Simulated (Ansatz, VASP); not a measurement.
# MgS in VASP and in Ansatz

```
Mg S
1.0
     0.00000    2.53661    2.53661
     2.53661    0.00000    2.53661
     2.53661    2.53661    0.00000
Mg S
1 1
Direct
  0.00000 0.00000 0.00000
  0.50000 0.50000 0.50000
```

Change from the starting cell: strain -0.025 along x and y, -0.025 along z, atoms carried along.

Alike in both runs: task single point; functional PBE; k mesh 8 × 8 × 8; occupations gaussian, width 0.05 eV; no spin polarisation.

|  | VASP | Ansatz |
| --- | --- | --- |
| version | VASP 6.6.1 | Ansatz 0.2.0 |
| potentials or method | VASP PAW PBE potentials, release 64 (Mg, S), cutoff 520 eV | scalar-relativistic, plane waves, PAW |
| valence electrons in the cell | 8 | 16 |

VASP gave:

| Quantity | Value |
| --- | --- |
| gap on the k mesh at the Fermi level (eV) | 2.94 |
| least direct gap on the mesh (eV) | 4.34 |
| pressure (GPa) | 7.8 |

**Question.** Estimate Ansatz's values.

**Answer.** gap on the k mesh at the Fermi level (eV): 2.95; least direct gap on the mesh (eV): 4.35; pressure (GPa): 8.1.

The functional is the same, so the differences come from potentials, cutoffs and numerics. VASP's potentials hold 8 valence electrons a cell and Ansatz's 16, so a difference there can come from the potentials and not from the codes.
